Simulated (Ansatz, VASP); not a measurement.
**Two plane-wave programs on Ti**

File INCAR:

```
SYSTEM = Ti
  PREC = Accurate
  ENCUT = 520
  EDIFF = 1E-7
  ISMEAR = 0
  SIGMA = 0.1
  LREAL = .False.
  LASPH = .True.
  NELM = 100
  ALGO = Fast
  ISIF = 2
  LWAVE = .False.
  LCHARG = .False.
  GGA = PE
  NBANDS = 19
```

The input KPOINTS:

```
regular mesh
0
Gamma
  15 15 8
  0 0 0
```

Contents of POSCAR:

```
Ti
1.0
    2.9499978604      0.0000000000      0.0000000000
   -1.4749989302      2.5547730882      0.0000000000
    0.0000000000      0.0000000000      4.6860000000
Ti
2
Direct
    0.3841808278      0.6666666667      0.2500000000
    0.6666666667      0.3333333333      0.7500000000
```

Input for Ansatz:

```yaml
crystal:
  lattice:
    - [2.9499978604, 0.0, 0.0]
    - [-1.4749989302, 2.5547730882, 0.0]
    - [0.0, 0.0, 4.686]
  atoms:
    - { symbol: Ti, position: [0.3841808278, 0.6666666667, 0.25] }
    - { symbol: Ti, position: [0.6666666667, 0.3333333333, 0.75] }
basis:
  ecutwfc: 420
kpoints:
  mp_grid: { grid: [15, 15, 8] }
hamiltonian:
  xc: pbe
scf:
  occupations: { method: gaussian, width: 0.1 }
output:
  forces: true
  stress: true
  eigenvalues: true
```

Change from the starting cell: one atom moved.

Alike in both runs: task single point; functional PBE; k mesh 15 × 15 × 8; occupations gaussian, width 0.1 eV; no spin polarisation.

```csv
,VASP,Ansatz
version,VASP 6.6.1,Ansatz 0.2.0
potentials or method,"VASP PAW PBE potentials, release 64 (Ti_sv), cutoff 520 eV","scalar-relativistic, plane waves, PAW"
valence electrons in the cell,24,24
```

```csv
,VASP,Ansatz,Ansatz less VASP
gap on the k mesh at the Fermi level (eV),none,none,-
pressure (GPa),-2.0,-1.7,+0.32
"traceless stress, the component that is largest in VASP (GPa)",-1.72,-1.74,-0.021
rms of the force components (eV/Å),0.129,0.129,+0.0001
```

Atom by atom the forces differ by 0.000 eV/Å (rms over components). A gap of «none» marks a metal or a gap that the smearing closes.
